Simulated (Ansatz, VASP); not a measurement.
# Two plane-wave programs on PbS

File INCAR:

```
SYSTEM = PbS
PREC = Accurate
ENCUT = 500
EDIFF = 1E-6
ISMEAR = -4
SIGMA = 0.1
LREAL = .FALSE.
LASPH = .TRUE.
NELM = 120
ALGO = Normal
ISIF = 2
LWAVE = .FALSE.
LCHARG = .FALSE.
GGA = RE
IVDW = 12
NBANDS = 17
GGA_COMPAT = .FALSE.
```

KPOINTS

```
regular mesh
0
G
  4 4 4
  0 0 0
```

Contents of POSCAR:

```
PbS
1.0
    3.6536590000      0.0000000000      0.0000000000
    0.0000000000      3.6536590000      0.0000000000
    0.0000000000      0.0000000000      3.6536590000
Pb S
1 1
Direct
    0.0000000000      0.0000000000      0.0000000000
    0.5000000000      0.5000000000      0.5000000000
```

Input for Ansatz:

```yaml
crystal:
  lattice:
    - [3.653659, 0.0, 0.0]
    - [0.0, 3.653659, 0.0]
    - [0.0, 0.0, 3.653659]
  atoms:
    - { symbol: Pb, position: [0.0, 0.0, 0.0] }
    - { symbol: S, position: [0.5, 0.5, 0.5] }
basis: {}
kpoints:
  mp_grid: { grid: [4, 4, 4] }
hamiltonian:
  xc: revpbe
  dispersion: d3bj
scf:
  occupations: { method: tetrahedron_uncorrected }
  n_extra_bands: 1
  mixing: { globalisation: backtrack }
  initial_density: { chi_scale: 0, normalization: atom }
  max_iter: 56
output:
  forces: true
  stress: true
  eigenvalues: true
```

Alike in both runs: task single point; functional revPBE; dispersion D3(BJ); k mesh 4 × 4 × 4; no spin polarisation.

|  | VASP | Ansatz |
| --- | --- | --- |
| version | VASP 6.6.1 | Ansatz 0.2.0 |
| potentials or method | VASP PAW PBE potentials, release 64 (Pb_d, S) | scalar-relativistic, plane waves, PAW |
| plane-wave cutoff (eV) | 500 | 420 |
| occupations | tetrahedron | tetrahedron-uncorrected |
| valence electrons in the cell | 20 | 20 |

Ansatz gave:

- gap on the k mesh at the Fermi level (eV): none
- pressure (GPa): -2.1

Q: Which values does VASP return?

A: gap on the k mesh at the Fermi level (eV): none; pressure (GPa): -2.2.

VASP's potentials were made for PBE, not for revPBE. A gap of «none» marks a metal or a gap that the smearing closes. Ansatz's warnings: band table not solved further.

The k mesh is coarse, so the values compare programs but aren't converged. Spin-orbit coupling is off throughout.
